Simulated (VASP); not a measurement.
# GaN (gallium nitride) (P6_3mc) in VASP: a series of runs

Runs on GaN (gallium nitride). Level: PBE. Tasks: single point, relaxation of cell and atoms.

Program: VASP 6.6.1. These are calculated values, not measurements. Logs are shortened: lines on timing, memory, paths and dates and some standing lists are left out, and cuts for length are marked.

## 1. The cell of the first run

Symmetry: P6_3mc, No. 186, hexagonal system. The conventional cell has a = 3.218 Å, b = 3.218 Å, c = 5.243 Å, α = 90.00°, β = 90.00°, γ = 120.00°. Ga (site symmetry 3m) has 4 N at 1.97 to 1.98 Å within 2.6 Å. Within 2.6 Å of N (site symmetry 3m) lie 4 Ga at 1.97 to 1.98 Å.

## 2. Single point, PBE

File INCAR:

```
PREC     = Accurate       # precision mode
ENCUT    = 520            # plane-wave cutoff, eV
EDIFF    = 1E-6           # SCF threshold, eV
ISMEAR   = 0              # smearing method
SIGMA    = 0.01           # smearing width, eV
LREAL    = F              # projectors in reciprocal space
LASPH    = T              # aspherical terms in the spheres
NELM     = 60             # most SCF steps
ALGO     = Normal         # electronic algorithm
ISIF     = 2              # what is computed and relaxed
LWAVE    = F              # write WAVECAR
LCHARG   = F              # write CHGCAR
GGA      = PE             # functional
NBANDS   = 26             # bands
```

File KPOINTS:

```
regular mesh
0
Gamma
  8 8 5
```

File POSCAR:

```
GaN
1.0
    3.2180015699      0.0000000000      0.0000000000
   -1.6090007849      2.7868711089      0.0000000000
    0.0000000000      0.0000000000      5.2430239165
Ga N
2 2
Direct
    0.3333333333      0.6666666667      0.0000456743
    0.6666666667      0.3333333333      0.5000456743
    0.3333333333      0.6666666667      0.3767543257
    0.6666666667      0.3333333333      0.8767543257
```

Potentials or basis: VASP PAW PBE potentials, release 64 (Ga_d, N).

Run with:

```
cat potpaw_PBE.64/Ga_d/POTCAR potpaw_PBE.64/N/POTCAR > POTCAR
mpirun -np 1 vasp_std > vasp.out
```

OUTCAR:

```text
PREC = Accurate
   ENCUT = 520
   EDIFF = 1E-6
   ISMEAR = 0
   LREAL = F
   LASPH = T
   NELM = 60
   ISIF = 2
   GGA = PE

 ion  position               nearest neighbor table
   1  0.333  0.667  0.000-   4 1.97   4 1.97   4 1.97   3 1.98
   2  0.667  0.333  0.500-   3 1.97   3 1.97   3 1.97   4 1.98
   3  0.333  0.667  0.377-   2 1.97   2 1.97   2 1.97   1 1.98
   4  0.667  0.333  0.877-   1 1.97   1 1.97   1 1.97   2 1.98

  LATTYP: Found a hexagonal cell.
 ALAT       =     3.2180015699
 C/A-ratio  =     1.6292794775

  Lattice vectors:

 A1 = (   3.2180015699,   0.0000000000,   0.0000000000)
 A2 = (  -1.6090007849,   2.7868711089,   0.0000000000)
 A3 = (   0.0000000000,   0.0000000000,   5.2430239165)

Analysis of symmetry for initial positions (statically):
=====================================================================
 Subroutine PRICEL returns:
 Original cell was already a primitive cell.

 Routine SETGRP: Setting up the symmetry group for a
 hexagonal supercell.

 Subroutine GETGRP returns: Found 12 space group operations
 (whereof  6 operations were pure point group operations)
 out of a pool of 24 trial point group operations.

The static configuration has the point symmetry C_3v.
 The point group associated with its full space group is C_6v.

Analysis of symmetry for dynamics (positions and initial velocities):
=====================================================================
 Subroutine PRICEL returns:
 Original cell was already a primitive cell.

 Routine SETGRP: Setting up the symmetry group for a
 hexagonal supercell.

 Subroutine GETGRP returns: Found 12 space group operations
 (whereof  6 operations were pure point group operations)
 out of a pool of 24 trial point group operations.

The dynamic configuration has the point symmetry C_3v.
 The point group associated with its full space group is C_6v.

 Subroutine INISYM returns: Found 12 space group operations
 (whereof  6 operations are pure point group operations),
 and found     1 'primitive' translations

----------------------------------------------------------------------------------------

                                     Primitive cell

  volume of cell :      47.0203

  direct lattice vectors                    reciprocal lattice vectors
     3.218001570  0.000000000  0.000000000     0.310751868  0.179412675  0.000000000
    -1.609000785  2.786871109  0.000000000     0.000000000  0.358825350  0.000000000
     0.000000000  0.000000000  5.243023917     0.000000000  0.000000000  0.190729628

  length of vectors
     3.218001570  3.218001570  5.243023917     0.358825350  0.358825350  0.190729628

  position of ions in fractional coordinates (direct lattice)
     0.333333333  0.666666667  0.000045674
     0.666666667  0.333333333  0.500045674
     0.333333333  0.666666667  0.376754326
     0.666666667  0.333333333  0.876754326

  ion indices of the primitive-cell ions
   primitive index   ion index
                 1           1
                 2           2
                 3           3
                 4           4

----------------------------------------------------------------------------------------

 KPOINTS: regular mesh

Automatic generation of k-mesh.
 Grid dimensions read from file:
 generate k-points for:    8    8    5

 Generating k-lattice:

  Cartesian coordinates                     Fractional coordinates (reciprocal lattice)
     0.038843984  0.022426584  0.000000000     0.125000000 -0.000000000  0.000000000
     0.000000000  0.044853169  0.000000000     0.000000000  0.125000000  0.000000000
     0.000000000  0.000000000  0.038145926     0.000000000  0.000000000  0.200000000

  Length of vectors
     0.044853169  0.044853169  0.038145926

  Shift w.r.t. Gamma in fractional coordinates (k-lattice)
     0.000000000  0.000000000  0.000000000

 Subroutine IBZKPT returns following result:
 ===========================================

 Found     30 irreducible k-points:

 Following reciprocal coordinates:
            Coordinates               Weight
  0.000000  0.000000  0.000000      1.000000
  0.125000 -0.000000  0.000000      6.000000
  0.250000 -0.000000  0.000000      6.000000
  0.375000  0.000000  0.000000      6.000000
  0.500000 -0.000000  0.000000      3.000000
  0.125000  0.125000  0.000000      6.000000
[... 16 lines left out ...]
  0.250000 -0.000000  0.400000     12.000000
  0.375000  0.000000  0.400000     12.000000
 [... further k-points ...]
   k-points           NKPTS =     30   k-points in BZ     NKDIM =     30   number of bands    NBANDS=     26
   number of dos      NEDOS =    301   number of ions     NIONS =      4
   total plane-waves  NPLWV =  23040
   dimension x,y,z NGX =    24 NGY =   24 NGZ =   40
   dimension x,y,z NGXF=    48 NGYF=   48 NGZF=   80
   ions per type =               2   2
   NGX,Y,Z   is equivalent  to a cutoff of  12.40, 12.40, 12.68 a.u.
   NGXF,Y,Z  is equivalent  to a cutoff of  24.80, 24.80, 25.37 a.u.
 SYSTEM =  unknown system
   PREC   = accura    normal or accurate (medium, high low for compatibility)
   ISTART =      0    job   : 0-new  1-cont  2-samecut
   ICHARG =      2    charge: 1-file 2-atom 10-const
   ISPIN  =      1    spin polarized calculation?
   LNONCOLLINEAR =      F non collinear calculations
   LSORBIT =      F    spin-orbit coupling
   LASPH  =      T    aspherical Exc in radial PAW
   ENCUT  =  520.0 eV  38.22 Ry    6.18 a.u.   5.98  5.98  9.75*2*pi/ulx,y,z
   NELM   =     60;   NELMIN=  2; NELMDL= -5     # of ELM steps
   EDIFF  = 0.1E-05   stopping-criterion for ELM
   LREAL  =      F    real-space projection
   EDIFFG = 0.1E-04   stopping-criterion for IOM
   NSW    =      0    number of steps for IOM
   IBRION =     -1    ionic relax: 0-MD 1-quasi-New 2-CG
   NFREE  =      0    steps in history (QN), initial steepest desc. (CG)
   ISIF   =      2    stress and relaxation
   ISYM   =      2    0-nonsym 1-usesym 2-fastsym
   POTIM  = 0.5000    time-step for ionic-motion
   TEBEG  =    0.0;   TEEND  =   0.0 temperature during run
   PSTRESS=    0.0 pullay stress
   NELECT =      36.0000    total number of electrons
   NUPDOWN=      -1.0000    fix difference up-down
   EMIN   =  10.00;   EMAX   =-10.00  energy-range for DOS
   EFERMI =   0.00;   METHOD = LEGACY
   ISMEAR =     0;   SIGMA  =   0.01  broadening in eV -4-tet -1-fermi 0-gaus
   EFERMI_NEDOS =   21; number of points for ismear=-14 and -15
   IALGO  =     38    algorithm
   IMIX   =      4    mixing-type and parameters
     AMIX     =   0.40;   BMIX     =  1.00
     AMIX_MAG =   1.60;   BMIX_MAG =  1.00
  volume/ion in A,a.u.               =      11.76        79.33
  Fermi-wavevector in a.u.,A,eV,Ry     =   1.497663  2.830172 30.517779  2.242993
  Thomas-Fermi vector in A             =   2.609522
   LORBIT       =      0    0 simple, 1 ext, 2 COOP (PROOUT), +10 PAW based schemes
   GGA     = PE    functional components
   LHFCALC =     F    Hartree Fock is set to
   AEXX    =    0.0000 exact exchange contribution
   IVDW    =     0    specifies the selected vdW correction
   LEPSILON=     F    determine dielectric tensor
   LRPA    =     F    only Hartree local field effects (RPA)
 non-spin polarized calculation
 Gauss-broadening in eV      SIGMA  =   0.01
  energy-cutoff  :      520.00
  volume of cell :       47.02
 maximum number of plane-waves:      1279
 NGX is ok and might be reduce to    24
   NGX = 11   NGY = 11   NGZ = 19

 number of electron      35.9999955 magnetization

 Free energy of the ion-electron system (eV)
  ---------------------------------------------------
  ext. energy  EPLUGINS =         0.00000000
  ---------------------------------------------------
  free energy    TOTEN  =       -24.32731235 eV

  energy without entropy =      -24.32731235  energy(sigma->0) =      -24.32731235

 E-fermi :   5.0914     XC(G=0): -11.5163

 val. band max:        5.0120673067   @ k =   0.0000   0.0000   0.0000
 cond. band min:       6.7291235180   @ k =   0.0000   0.0000   0.0000
 fundamental gap:      1.7170562113
 Fermi energy:         5.0913688665

 k-point     1 :       0.0000    0.0000    0.0000
  band No.  band energies     occupation
      1     -10.7257      2.00000
      2      -9.9017      2.00000
      3      -8.4092      2.00000
      4      -8.3948      2.00000
      5      -8.3948      2.00000
      6      -8.3389      2.00000
[... 18 lines left out ...]
     25      16.5020      0.00000
     26      16.5020      0.00000

 k-point     2 :       0.1250   -0.0000    0.0000
  band No.  band energies     occupation
      1     -10.5852      2.00000
      2      -9.8684      2.00000
      3      -8.3934      2.00000
      4      -8.3751      2.00000
      5      -8.3440      2.00000
      6      -8.3197      2.00000
[... 18 lines left out ...]
     25      16.0535      0.00000
     26      16.8126      0.00000

 k-point     3 :       0.2500   -0.0000    0.0000
  band No.  band energies     occupation
      1     -10.2621      2.00000
      2      -9.8058      2.00000
      3      -8.3578      2.00000
      4      -8.3406      2.00000
      5      -8.2790      2.00000
      6      -8.2455      2.00000
[... 18 lines left out ...]
     25      16.2764      0.00000
     26      17.4859      0.00000

 k-point     4 :       0.3750    0.0000    0.0000
  band No.  band energies     occupation
      1      -9.9948      2.00000
      2      -9.7665      2.00000
      3      -8.3445      2.00000
      4      -8.3275      2.00000
      5      -8.2460      2.00000
      6      -8.1953      2.00000
[... 18 lines left out ...]
     25      16.7469      0.00000
     26      17.9699      0.00000

 k-point     5 :       0.5000   -0.0000    0.0000
  band No.  band energies     occupation
      1      -9.9087      2.00000
      2      -9.7564      2.00000
      3      -8.3475      2.00000
      4      -8.3271      2.00000
      5      -8.2380      2.00000
      6      -8.1990      2.00000
[... 18 lines left out ...]
     25      17.2922      0.00000
     26      18.0297      0.00000

 k-point     6 :       0.1250    0.1250    0.0000
  band No.  band energies     occupation
      1     -10.3527      2.00000
      2      -9.8215      2.00000
      3      -8.3603      2.00000
      4      -8.3538      2.00000
      5      -8.2954      2.00000
      6      -8.2820      2.00000
[... 427 lines left out ...]
 k-point    21 :       0.0000    0.0000    0.4000
  band No.  band energies     occupation
      1     -10.3511      2.00000
      2     -10.0841      2.00000
      3      -8.3837      2.00000
      4      -8.3837      2.00000
      5      -8.3662      2.00000
      6      -8.3662      2.00000
[... 18 lines left out ...]
     25      15.5398      0.00000
     26      15.5398      0.00000

 k-point    22 :       0.1250   -0.0000    0.4000
  band No.  band energies     occupation
      1     -10.2468      2.00000
      2     -10.0172      2.00000
      3      -8.3700      2.00000
      4      -8.3601      2.00000
      5      -8.3513      2.00000
      6      -8.3402      2.00000
[... 18 lines left out ...]
     25      15.4217      0.00000
     26      15.9157      0.00000

 k-point    23 :       0.2500   -0.0000    0.4000
  band No.  band energies     occupation
      1     -10.0255      2.00000
      2      -9.8842      2.00000
      3      -8.3462      2.00000
      4      -8.3212      2.00000
      5      -8.3094      2.00000
      6      -8.2798      2.00000
[... 18 lines left out ...]
     25      16.1296      0.00000
     26      16.7101      0.00000

 k-point    24 :       0.3750    0.0000    0.4000
  band No.  band energies     occupation
      1      -9.8625      2.00000
      2      -9.7930      2.00000
      3      -8.3515      2.00000
      4      -8.3201      2.00000
      5      -8.2741      2.00000
      6      -8.2280      2.00000
[... 18 lines left out ...]
     25      16.4495      0.00000
     26      17.3453      0.00000

 [... further k-points ...]
[... 5 lines left out ...]
  --------------------------------------------------------------------------------------
  -------------------------------------------------------------------------------------
  Total        0.0500418      0.0500418      0.0515130      0.0000000      0.0000000      0.0000000
  in kB        1.7051336      1.7051336      1.7552630      0.0000000      0.0000000      0.0000000
  external PRESSURE =       1.7218434 kB  Pullay stress =       0.0000000 kB

 VOLUME and BASIS-vectors are now :
 -----------------------------------------------------------------------------
  energy-cutoff  :      520.00
  volume of cell :       47.02
      direct lattice vectors                 reciprocal lattice vectors
     3.218001570  0.000000000  0.000000000     0.310751868  0.179412675  0.000000000
    -1.609000785  2.786871109  0.000000000     0.000000000  0.358825350  0.000000000
     0.000000000  0.000000000  5.243023917     0.000000000  0.000000000  0.190729628

 POSITION                                       TOTAL-FORCE (eV/Angst)
 -----------------------------------------------------------------------------------
     -0.00000      1.85791      0.00024        -0.000000      0.000000     -0.000428
      1.60900      0.92896      2.62175         0.000000      0.000000     -0.000428
     -0.00000      1.85791      1.97533         0.000000      0.000000      0.000428
      1.60900      0.92896      4.59684         0.000000      0.000000      0.000428
 -----------------------------------------------------------------------------------
    total drift:                               -0.000001     -0.000001     -0.000493

  FREE ENERGIE OF THE ION-ELECTRON SYSTEM (eV)
  ---------------------------------------------------
  free  energy   TOTEN  =       -24.3273123501 eV

  energy  without entropy=      -24.3273123501  energy(sigma->0) =      -24.32731235
```

Wall time 22 s (1 thread of AMD EPYC 9R45 (Zen 5), shared host); peak memory 0.14 GiB.

What came out:

```
Free energy            : -24.3273 eV
Pressure               : 0.2 GPa
Band gap on the k mesh : 1.72 eV, direct
```

Levels at points of the mesh, in eV from the valence-band top:
```tsv
k point	band 16	band 17	band 18	band 19	band 20	band 21
(0.00, 0.00, 0.00)	-0.04	0.00	0.00	1.72	4.07	9.02
(0.50, 0.00, 0.00)	-2.64	-2.12	-0.96	4.98	5.38	5.98
```

PBE gaps usually lie below the measured ones, often by a third to a half.

## 3. Relaxation of cell and atoms, PBE

This run uses another cell than the first one, of 11.43 Å³/atom, 0.973 times its volume.

File INCAR:

```
PREC     = Accurate       # precision mode
ENCUT    = 600            # plane-wave cutoff, eV
EDIFF    = 1E-7           # SCF threshold, eV
ISMEAR   = 0              # smearing method
SIGMA    = 0.01           # smearing width, eV
LREAL    = False          # projectors in reciprocal space
LASPH    = True           # aspherical terms in the spheres
NELM     = 80             # most SCF steps
ALGO     = Normal         # electronic algorithm
ISIF     = 3              # what is computed and relaxed
LWAVE    = False          # write WAVECAR
LCHARG   = False          # write CHGCAR
GGA      = PE             # functional
IBRION   = 2              # ionic algorithm
NSW      = 80             # ionic steps
EDIFFG   = -0.002         # ionic threshold
```

KPOINTS is that of step 2.

File POSCAR:

```
GaN
1.0
    3.1900000000      0.0000000000      0.0000000000
   -1.5950000000      2.7626210381      0.0000000000
    0.0000000000      0.0000000000      5.1890000000
Ga N
2 2
Direct
    0.3333333333      0.6666666667      0.0000000000
    0.6666666667      0.3333333333      0.5000000000
    0.3333333333      0.6666666667      0.3768000000
    0.6666666667      0.3333333333      0.8768000000
```

Potentials or basis: VASP PAW PBE potentials, release 64 (Ga_d, N).

Run with:

```
cat potpaw_PBE.64/Ga_d/POTCAR potpaw_PBE.64/N/POTCAR > POTCAR
mpirun -np 1 vasp_std > vasp.out
```

It took 1.9 min on 1 thread of AMD EPYC 9R45 (Zen 5), shared host; peak memory 0.17 GiB.

It converged, with:

```yaml
Free_energy: -24.3285 eV
Relaxed_volume: 11.76 Å³/atom
Relaxed_cell: a = 3.218 Å, b = 3.218 Å, c = 5.243 Å, α = 90.00°, β = 90.00°, γ = 120.00°
Space_group_after_relaxing_to_0.05_Å: P6_3mc (No. 186)
Energy_gained_by_relaxing: 5.0 meV/atom
Ionic_steps: 7
Pressure_after_relaxing: 0.0 GPa
Band_gap_on_the_k_mesh: 1.72 eV, direct
```

Step by step:
```
step  energy change (eV)  largest force (eV/Å)  pressure (GPa)  volume (Å³)
   1              0.0000                0.0063            5.05        45.73
   2             -0.0061                0.0079           -3.84        48.15
   3             -0.0199                0.0028           -0.02        47.03
   4             -0.0199                0.0027            0.08        47.00
   5             -0.0199                0.0041            0.08        47.00
   6             -0.0199                0.0047            0.08        47.00
   7             -0.0199                0.0007           -0.02        47.03
```

Final structure:
```yaml
crystal:
  lattice:
    - [3.21826, 0.00000, 0.00000]
    - [-1.60913, 2.78709, 0.00000]
    - [0.00000, 0.00000, 5.24313]
  atoms:
    - { symbol: Ga, position: [0.33333, 0.66667, 0.00003] }
    - { symbol: Ga, position: [0.66667, 0.33333, 0.50003] }
    - { symbol: N, position: [0.33333, 0.66667, 0.37677] }
    - { symbol: N, position: [0.66667, 0.33333, 0.87677] }
```

Levels at points of the mesh, in eV from the valence-band top:
| k point | band 14 | band 15 | band 16 | band 17 | band 18 | band 19 | band 20 | band 21 | band 22 |
| --- | --- | --- | --- | --- | --- | --- | --- | --- | --- |
| (0.00, 0.00, 0.00) | -1.00 | -1.00 | -0.04 | 0.00 | 0.00 | 1.72 | 4.07 | 9.02 | 9.73 |
| (0.50, 0.00, 0.00) | -5.19 | -4.07 | -2.64 | -2.11 | -0.96 | 4.98 | 5.37 | 5.98 | 8.35 |
